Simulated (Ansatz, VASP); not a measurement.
# KCl: VASP beside Ansatz

```xyz
2
Lattice="0.0316 3.1719 3.1719 3.1719 0.0316 3.1719 3.1719 3.1719 0.0316" Properties=species:S:1:pos:R:3 pbc="T T T"
K     0.0000    0.0000    0.0000
Cl    3.1877    3.1877    3.1877
```

Change from the starting cell: equal xy, yz and zx shear strains of +1 %, crystal datasets.

Alike in both runs: task electric field gradients; functional LDA; k mesh 7 × 7 × 7; occupations fermi-dirac, width 0.03 eV; no spin polarisation.

|  | VASP | Ansatz |
| --- | --- | --- |
| version | VASP 6.6.1 | Ansatz 0.2.0 |
| potentials or method | VASP PAW LDA potentials, release 64 (K_sv, Cl), cutoff 520 eV | all-electron PAW with datasets made for the crystal, scalar-relativistic |

```csv
,VASP,Ansatz,Ansatz less VASP
gap on the k mesh at the Fermi level (eV),4.71,4.70,-0.004
pressure (GPa),-2.0,-2.1,-0.04
"traceless stress, the component that is largest in VASP (GPa)",-0.07,-0.08,-0.001
size of Vzz on the site where it differs most (V/Å²),1.5,1.5,+0.04
```

LDA's correlation is that of Perdew and Zunger in VASP and of Perdew and Wang (1992) in Ansatz. Ansatz ran all-electron here, and VASP with PAW potentials.
